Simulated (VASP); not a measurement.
# LiH (gwk) (Fm-3m) in VASP: single point with PBE

Aim: the single point of LiH (gwk) with PBE.

Everything below comes from runs of VASP 6.6.1. Logs are shortened: lines on timing, memory, paths and dates and some standing lists are left out, and cuts for length are marked.

## Step 1: The cell of the first run

Symmetry: Fm-3m, No. 225, cubic system. Conventional cell: a = 3.980 Å, b = 3.980 Å, c = 3.980 Å, α = 90.00°, β = 90.00°, γ = 90.00°. Li (site symmetry m-3m) has 6 H at 1.99 Å within 2.6 Å. Within 2.6 Å of H (site symmetry m-3m) lie 6 Li at 1.99 Å.

## Step 2: Single point, PBE

File INCAR:

```
ALGO     = Normal         # electronic algorithm
EDIFF    = 1E-6           # SCF threshold, eV
ENCUT    = 750            # plane-wave cutoff, eV
GGA      = PE             # functional
GGA_COMPAT= F            
ISIF     = 2              # what is computed and relaxed
ISMEAR   = 0              # smearing method
LASPH    = T              # aspherical terms in the spheres
LCHARG   = F              # write CHGCAR
LREAL    = F              # projectors in reciprocal space
LWAVE    = F              # write WAVECAR
NBANDS   = 9              # bands
NELM     = 120            # most SCF steps
PREC     = Accurate       # precision mode
SIGMA    = 0.01           # smearing width, eV
```

File KPOINTS:

```
k-points
0
Gamma
  10 10 10
```

File POSCAR:

```
LiH
1.0
    0.0000000000      1.9899599444      1.9899599444
    1.9899599444      0.0000000000      1.9899599444
    1.9899599444      1.9899599444      0.0000000000
Li H
1 1
Direct
    0.0000000000      0.0000000000      0.0000000000
    0.5000000000      0.5000000000      0.5000000000
```

Potentials or basis: VASP PAW PBE potentials, release 64 (Li_sv, H).

Run with:

```sh
$ cat potpaw_PBE.64/Li_sv/POTCAR potpaw_PBE.64/H/POTCAR > POTCAR
$ mpirun -np 1 vasp_std > vasp.out
```

OUTCAR:

```text
EDIFF = 1E-6
   ENCUT = 750
   GGA = PE
   ISIF = 2
   ISMEAR = 0
   LASPH = T
   LREAL = F
   NELM = 120
   PREC = Accurate

 ion  position               nearest neighbor table
   1  0.000  0.000  0.000-
   2  0.500  0.500  0.500-

  LATTYP: Found a face centered cubic cell.
 ALAT       =     3.9799198888

  Lattice vectors:

 A1 = (   0.0000000000,   1.9899599444,   1.9899599444)
 A2 = (   1.9899599444,   0.0000000000,   1.9899599444)
 A3 = (   1.9899599444,   1.9899599444,   0.0000000000)

Analysis of symmetry for initial positions (statically):
=====================================================================
 Subroutine PRICEL returns:
 Original cell was already a primitive cell.

 Routine SETGRP: Setting up the symmetry group for a
 face centered cubic supercell.

 Subroutine GETGRP returns: Found 48 space group operations
 (whereof 48 operations were pure point group operations)
 out of a pool of 48 trial point group operations.

The static configuration has the point symmetry O_h .

Analysis of symmetry for dynamics (positions and initial velocities):
=====================================================================
 Subroutine PRICEL returns:
 Original cell was already a primitive cell.

 Routine SETGRP: Setting up the symmetry group for a
 face centered cubic supercell.

 Subroutine GETGRP returns: Found 48 space group operations
 (whereof 48 operations were pure point group operations)
 out of a pool of 48 trial point group operations.

The dynamic configuration has the point symmetry O_h .

 Subroutine INISYM returns: Found 48 space group operations
 (whereof 48 operations are pure point group operations),
 and found     1 'primitive' translations

----------------------------------------------------------------------------------------

                                     Primitive cell

  volume of cell :      15.7602

  direct lattice vectors                    reciprocal lattice vectors
     0.000000000  1.989959944  1.989959944    -0.251261339  0.251261339  0.251261339
     1.989959944  0.000000000  1.989959944     0.251261339 -0.251261339  0.251261339
     1.989959944  1.989959944  0.000000000     0.251261339  0.251261339 -0.251261339

  length of vectors
     2.814228342  2.814228342  2.814228342     0.435197405  0.435197405  0.435197405

  position of ions in fractional coordinates (direct lattice)
     0.000000000  0.000000000  0.000000000
     0.500000000  0.500000000  0.500000000

  ion indices of the primitive-cell ions
   primitive index   ion index
                 1           1
                 2           2

----------------------------------------------------------------------------------------

 KPOINTS: k-points

Automatic generation of k-mesh.
 Grid dimensions read from file:
 generate k-points for:   10   10   10

 Generating k-lattice:

  Cartesian coordinates                     Fractional coordinates (reciprocal lattice)
    -0.025126134  0.025126134  0.025126134     0.100000000  0.000000000  0.000000000
     0.025126134 -0.025126134  0.025126134     0.000000000  0.100000000  0.000000000
     0.025126134  0.025126134 -0.025126134     0.000000000  0.000000000  0.100000000

  Length of vectors
     0.043519740  0.043519740  0.043519740

  Shift w.r.t. Gamma in fractional coordinates (k-lattice)
     0.000000000  0.000000000  0.000000000

 Subroutine IBZKPT returns following result:
 ===========================================

 Found     47 irreducible k-points:

 Following reciprocal coordinates:
            Coordinates               Weight
  0.000000  0.000000  0.000000      1.000000
  0.100000  0.000000  0.000000      8.000000
  0.200000  0.000000  0.000000      8.000000
  0.300000  0.000000  0.000000      8.000000
  0.400000  0.000000  0.000000      8.000000
  0.500000  0.000000  0.000000      4.000000
[... 16 lines left out ...]
  0.300000  0.300000  0.000000      6.000000
  0.400000  0.300000  0.000000     24.000000
 [... further k-points ...]
   k-points           NKPTS =     47   k-points in BZ     NKDIM =     47   number of bands    NBANDS=      9
   number of dos      NEDOS =    301   number of ions     NIONS =      2
   total plane-waves  NPLWV =  21952
   dimension x,y,z NGX =    28 NGY =   28 NGZ =   28
   dimension x,y,z NGXF=    56 NGYF=   56 NGZF=   56
   ions per type =               1   1
   NGX,Y,Z   is equivalent  to a cutoff of  16.54, 16.54, 16.54 a.u.
   NGXF,Y,Z  is equivalent  to a cutoff of  33.08, 33.08, 33.08 a.u.
 SYSTEM =  unknown system
   PREC   = accura    normal or accurate (medium, high low for compatibility)
   ISTART =      0    job   : 0-new  1-cont  2-samecut
   ICHARG =      2    charge: 1-file 2-atom 10-const
   ISPIN  =      1    spin polarized calculation?
   LNONCOLLINEAR =      F non collinear calculations
   LSORBIT =      F    spin-orbit coupling
   LASPH  =      T    aspherical Exc in radial PAW
   ENCUT  =  750.0 eV  55.12 Ry    7.42 a.u.   6.28  6.28  6.28*2*pi/ulx,y,z
   NELM   =    120;   NELMIN=  2; NELMDL= -5     # of ELM steps
   EDIFF  = 0.1E-05   stopping-criterion for ELM
   LREAL  =      F    real-space projection
   EDIFFG = 0.1E-04   stopping-criterion for IOM
   NSW    =      0    number of steps for IOM
   IBRION =     -1    ionic relax: 0-MD 1-quasi-New 2-CG
   NFREE  =      0    steps in history (QN), initial steepest desc. (CG)
   ISIF   =      2    stress and relaxation
   ISYM   =      2    0-nonsym 1-usesym 2-fastsym
   POTIM  = 0.5000    time-step for ionic-motion
   TEBEG  =    0.0;   TEEND  =   0.0 temperature during run
   PSTRESS=    0.0 pullay stress
   NELECT =       4.0000    total number of electrons
   NUPDOWN=      -1.0000    fix difference up-down
   EMIN   =  10.00;   EMAX   =-10.00  energy-range for DOS
   EFERMI =   0.00;   METHOD = LEGACY
   ISMEAR =     0;   SIGMA  =   0.01  broadening in eV -4-tet -1-fermi 0-gaus
   EFERMI_NEDOS =   21; number of points for ismear=-14 and -15
   IALGO  =     38    algorithm
   IMIX   =      4    mixing-type and parameters
     AMIX     =   0.40;   BMIX     =  1.00
     AMIX_MAG =   1.60;   BMIX_MAG =  1.00
  volume/ion in A,a.u.               =       7.88        53.18
  Fermi-wavevector in a.u.,A,eV,Ry     =   1.036511  1.958721 14.617482  1.074355
  Thomas-Fermi vector in A             =   2.170905
   LORBIT       =      0    0 simple, 1 ext, 2 COOP (PROOUT), +10 PAW based schemes
   GGA     = PE    functional components
   LHFCALC =     F    Hartree Fock is set to
   AEXX    =    0.0000 exact exchange contribution
   IVDW    =     0    specifies the selected vdW correction
   LEPSILON=     F    determine dielectric tensor
   LRPA    =     F    only Hartree local field effects (RPA)
 non-spin polarized calculation
 Gauss-broadening in eV      SIGMA  =   0.01
  energy-cutoff  :      750.00
  volume of cell :       15.76
 maximum number of plane-waves:       754
 NGX is ok and might be reduce to    28
   NGX = 13   NGY = 13   NGZ = 13

 number of electron       4.0000002 magnetization

 Free energy of the ion-electron system (eV)
  ---------------------------------------------------
  ext. energy  EPLUGINS =         0.00000000
  ---------------------------------------------------
  free energy    TOTEN  =        -6.12621347 eV

  energy without entropy =       -6.12621347  energy(sigma->0) =       -6.12621347

 E-fermi :   0.4211     XC(G=0):  -8.5824

 val. band max:        0.1889095414   @ k =   0.5000   0.5000   0.0000
 cond. band min:       3.1542016579   @ k =   0.5000   0.5000   0.0000
 fundamental gap:      2.9652921164
 Fermi energy:         0.4211241530

 k-point     1 :       0.0000    0.0000    0.0000
  band No.  band energies     occupation
      1     -44.0719      2.00000
      2      -5.3328      2.00000
      3      16.5483      0.00000
      4      18.3026      0.00000
      5      18.3026      0.00000
      6      18.3026      0.00000
      7      23.0577      0.00000
      8      23.0577      0.00000
      9      23.0577      0.00000

 k-point     2 :       0.1000    0.0000    0.0000
  band No.  band energies     occupation
      1     -44.0671      2.00000
      2      -5.1547      2.00000
      3      15.0202      0.00000
      4      17.3136      0.00000
      5      17.9056      0.00000
      6      17.9056      0.00000
      7      22.4872      0.00000
      8      23.9140      0.00000
      9      23.9140      0.00000

 k-point     3 :       0.2000    0.0000    0.0000
  band No.  band energies     occupation
      1     -44.0546      2.00000
      2      -4.6332      2.00000
      3      11.6942      0.00000
      4      16.0354      0.00000
      5      17.2670      0.00000
      6      17.2670      0.00000
      7      23.3510      0.00000
      8      23.7097      0.00000
      9      23.7097      0.00000

 k-point     4 :       0.3000    0.0000    0.0000
  band No.  band energies     occupation
      1     -44.0391      2.00000
      2      -3.8291      2.00000
      3       8.4970      0.00000
      4      14.9736      0.00000
      5      16.8813      0.00000
      6      16.8813      0.00000
      7      21.6086      0.00000
      8      21.6086      0.00000
      9      24.9327      0.00000
[... 205 lines left out ...]
 k-point    22 :      -0.2000    0.2000    0.0000
  band No.  band energies     occupation
      1     -44.0339      2.00000
      2      -3.4874      2.00000
      3       9.8003      0.00000
      4       9.9862      0.00000
      5      16.4274      0.00000
      6      17.4206      0.00000
      7      22.2598      0.00000
      8      24.4033      0.00000
      9      26.0918      0.00000

 k-point    23 :       0.3000    0.3000    0.0000
  band No.  band energies     occupation
      1     -44.0288      2.00000
      2      -3.0815      2.00000
      3       8.8653      0.00000
      4      12.5595      0.00000
      5      12.5595      0.00000
      6      15.8150      0.00000
      7      17.8987      0.00000
      8      29.1178      0.00000
      9      31.6164      0.00000

 k-point    24 :       0.4000    0.3000    0.0000
  band No.  band energies     occupation
      1     -44.0191      2.00000
      2      -2.1775      2.00000
      3       6.9418      0.00000
      4      10.7664      0.00000
      5      12.1120      0.00000
      6      16.6083      0.00000
      7      18.0011      0.00000
      8      30.1660      0.00000
      9      30.6156      0.00000

 [... further k-points ...]
[... 5 lines left out ...]
  --------------------------------------------------------------------------------------
  -------------------------------------------------------------------------------------
  Total        0.0549109      0.0549109      0.0549109      0.0000000     -0.0000000     -0.0000000
  in kB        5.5822088      5.5822088      5.5822088      0.0000000     -0.0000000     -0.0000000
  external PRESSURE =       5.5822088 kB  Pullay stress =       0.0000000 kB

 VOLUME and BASIS-vectors are now :
 -----------------------------------------------------------------------------
  energy-cutoff  :      750.00
  volume of cell :       15.76
      direct lattice vectors                 reciprocal lattice vectors
     0.000000000  1.989959944  1.989959944    -0.251261339  0.251261339  0.251261339
     1.989959944  0.000000000  1.989959944     0.251261339 -0.251261339  0.251261339
     1.989959944  1.989959944  0.000000000     0.251261339  0.251261339 -0.251261339

 POSITION                                       TOTAL-FORCE (eV/Angst)
 -----------------------------------------------------------------------------------
      0.00000      0.00000      0.00000         0.000000      0.000000     -0.000000
      1.98996      1.98996      1.98996         0.000000     -0.000000      0.000000
 -----------------------------------------------------------------------------------
    total drift:                                0.000000      0.000000      0.000000

  FREE ENERGIE OF THE ION-ELECTRON SYSTEM (eV)
  ---------------------------------------------------
  free  energy   TOTEN  =        -6.1262134656 eV

  energy  without entropy=       -6.1262134656  energy(sigma->0) =       -6.12621347
```

Wall time 14 s (1 thread of Intel Xeon Platinum 8488C (Sapphire Rapids), shared host); peak memory 0.15 GiB.

What came out:

| Property | Result |
| --- | --- |
| Free energy | -6.1262 eV |
| Pressure | 0.6 GPa |
| Band gap on the k mesh | 2.97 eV, direct |

Levels at points of the mesh, in eV from the valence-band top:
| k point | band 1 | band 2 | band 3 | band 4 | band 5 | band 6 |
| --- | --- | --- | --- | --- | --- | --- |
| (0.00, 0.00, 0.00) | -44.26 | -5.52 | 16.36 | 18.11 | 18.11 | 18.11 |
| (0.50, 0.00, 0.00) | -44.21 | -2.69 | 4.96 | 13.85 | 16.70 | 16.70 |
| (0.50, 0.50, 0.00) | -44.20 | 0.00 | 2.97 | 10.92 | 10.92 | 14.11 |

A k mesh can miss the band edges. A hybrid or GW would open this gap; PBE tends to underestimate it.
